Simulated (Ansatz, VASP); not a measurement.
## LiH: VASP beside Ansatz

```
Li H
1.0
     0.00000    2.02570    2.02570
     2.02570    0.00000    2.02570
     2.02570    2.02570    0.00000
Li H
1 1
Direct
  0.00000 0.00000 0.00000
  0.50000 0.50000 0.50000
```

Change from the starting cell: volume scaled by 0.99, crystal datasets.

Alike in both runs: task electric field gradients; functional LDA; k mesh 11 × 11 × 11; occupations fermi-dirac, width 0.03 eV; no spin polarisation.

|  | VASP | Ansatz |
| --- | --- | --- |
| version | VASP 6.6.1 | Ansatz 0.2.0 |
| potentials or method | VASP PAW LDA potentials, release 64 (Li_sv, H), cutoff 520 eV | all-electron PAW with datasets made for the crystal, scalar-relativistic |

```tsv
	VASP	Ansatz	Ansatz less VASP
gap on the k mesh at the Fermi level (eV)	2.83	2.84	+0.009
```

LDA's correlation is that of Perdew and Zunger in VASP and of Perdew and Wang (1992) in Ansatz. Ansatz ran all-electron here, and VASP with PAW potentials.

Noted on VASP's run: the cutoff is short for stress, so the pressure is rough.
